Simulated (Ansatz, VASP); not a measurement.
**BaTiO3 in VASP and in Ansatz**

```xyz
5
Lattice="3.9242 0.0000 0.0000 0.0000 3.9242 0.0000 0.0000 0.0000 3.9242" Properties=species:S:1:pos:R:3 pbc="T T T"
Ba    1.9621    1.9621    1.9621
Ti    0.0000    0.0000    0.0000
O     1.9621    0.0000    0.0000
O     0.0000    1.9621    0.0000
O     0.0000    0.0000    1.9621
```

Change from the starting cell: volume scaled by 0.94, ions relaxed.

Alike in both runs: functional PBE; k mesh 8 × 8 × 8; occupations fermi-dirac, width 0.02 eV; no spin polarisation.

Ansatz relaxed the structure, and its values are those at the end. VASP's run is a single point on that final structure, the one shown.

|  | VASP | Ansatz |
| --- | --- | --- |
| version | VASP 6.6.1 | Ansatz 0.2.0 |
| potentials or method | VASP PAW PBE potentials, release 64 (Ba_sv, Ti_sv, O) | plane-wave PAW, scalar-relativistic |
| plane-wave cutoff (eV) | 520 | 420 |
| valence electrons in the cell | 40 | 40 |

```csv
,VASP,Ansatz,Ansatz less VASP
gap on the k mesh at the Fermi level (eV),1.86,1.94,+0.077
pressure (GPa),16.0,13.7,-2.23
```

The functional is the same, so the differences come from potentials, cutoffs and numerics. Ansatz's warnings: stress scf threshold loose.

Neither program's run includes spin-orbit coupling.
